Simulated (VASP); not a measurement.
The system is BeS.

```xyz
4
Lattice="3.3002 0.0000 0.0000 -1.6501 2.8581 0.0000 0.0000 0.0000 5.2552" Properties=species:S:1:pos:R:3 pbc="T T T"
Be    0.0000    0.0000    0.0000
Be    0.0000    0.0000    2.6276
S     0.0000    1.9054    1.3138
S     1.6501    0.9527    3.9414
```

Base run:

- Program: VASP 6.6.1
- Functional: PBE
- Potentials or basis: VASP PAW PBE potentials, release 64 (Be, S)
- Cutoff: 520 eV
- k mesh: 6 × 6 × 4
- Occupations: gaussian, width 0.01 eV
- Spin: no spin polarisation

Its results: band gap on the k mesh 1.46 eV, indirect (least direct gap 3.46 eV); pressure -0.2 GPa.

Question: The run is repeated on the same cell with these changes: functional from PBE to r2SCAN; further incar settings from ALGO = Normal; EDIFF = 1e-06; NBANDS = 16 to ALGO = Normal; EDIFF = 1e-07; NBANDS = 16. What comes out?

Answer: Band gap on the k mesh 1.81 eV, indirect (least direct gap 4.04 eV); pressure -0.1 GPa.

Caveats: the PAW data sets were made with another functional, which shifts forces and pressure a little (some runs).

A k mesh can miss the band edges.
